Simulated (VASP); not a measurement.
Here is a VASP 6.6.1 calculation.

Contents of INCAR:

```
  PREC = Accurate
  ENCUT = 600
  EDIFF = 1E-6
  ISMEAR = -1
  SIGMA = 0.1
  LREAL = False
  LASPH = True
  NELM = 80
  ALGO = Normal
  ISIF = 4
  LWAVE = False
  LCHARG = False
  GGA = CA
  IBRION = 2
  NSW = 50
  EDIFFG = -0.005
```

Contents of KPOINTS:

```
Automatic mesh
0
Gamma
  9 9 5
```

The input POSCAR:

```
Rb
1.0
    4.4436995562      0.0000000000      0.0000000000
   -2.2218497781      3.8483567024      0.0000000000
    0.0000000000      0.0000000000      7.3042727317
Rb
2
Direct
    0.3333333333      0.6666666667      0.2500000000
    0.6666666667      0.3333333333      0.7500000000
```

Potentials or basis: VASP PAW LDA potentials, release 64 (Rb_sv).

Run with:

```console
$ cat potpaw_LDA.64/Rb_sv/POTCAR > POTCAR
$ mpirun -np 1 vasp_std > vasp.out
```

What does it give for the band gap on the k mesh?

Zero (band 9 reaches 1.82 eV, above the bottom of band 10 at -0.45 eV).

Final structure:
```
Rb
1.0
     4.44370    0.00000    0.00000
    -2.22185    3.84836    0.00000
     0.00000    0.00000    7.30427
Rb
2
Direct
  0.33333 0.66667 0.25000
  0.66667 0.33333 0.75000
```

Caveat: the relaxation stopped at its first step, so nothing moved.
